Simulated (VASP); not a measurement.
A run of VASP 6.6.1 is set up as follows.

Contents of INCAR:

```
SYSTEM = Si7Mo
ALGO = Normal
EDIFF = 1E-6
ENCUT = 520
GGA = PE
ISIF = 2
ISMEAR = 0
LASPH = .TRUE.
LCHARG = .FALSE.
LREAL = .FALSE.
LWAVE = .FALSE.
NBANDS = 31
NELM = 100
PREC = Accurate
SIGMA = 0.1
```

File KPOINTS:

```
k-points
0
G
  12 12 6
  0 0 0
```

File POSCAR:

```
Si7Mo
1.0
    4.4235370491      0.0000000000      0.0000000000
   -2.2117685245      3.8308954591      0.0000000000
    0.0000000000      0.0000000000      7.1461616652
Si Mo
7 1
Direct
    0.3333333333      0.6666666667      0.0000000000
    0.6666666667      0.3333333333      0.0000000000
    0.3333333333      0.6666666667      0.6640748109
    0.6666666667      0.3333333333      0.6640748109
    0.6666666667      0.3333333333      0.3359251891
    0.3333333333      0.6666666667      0.3359251891
    0.0000000000      0.0000000000      0.0000000000
    0.0000000000      0.0000000000      0.5000000000
```

Potentials or basis: VASP PAW PBE potentials, release 64 (Si, Mo_sv).

Command:

```sh
$ cat potpaw_PBE.64/Si/POTCAR potpaw_PBE.64/Mo_sv/POTCAR > POTCAR
$ mpirun -np 1 vasp_std > vasp.out
```

(1) What does it give for the pressure?

(2) Predict the band gap on the k mesh.

Results:

(1) 0.0 GPa.

(2) zero (bands 21 and 22 overlap by 2.85 eV).
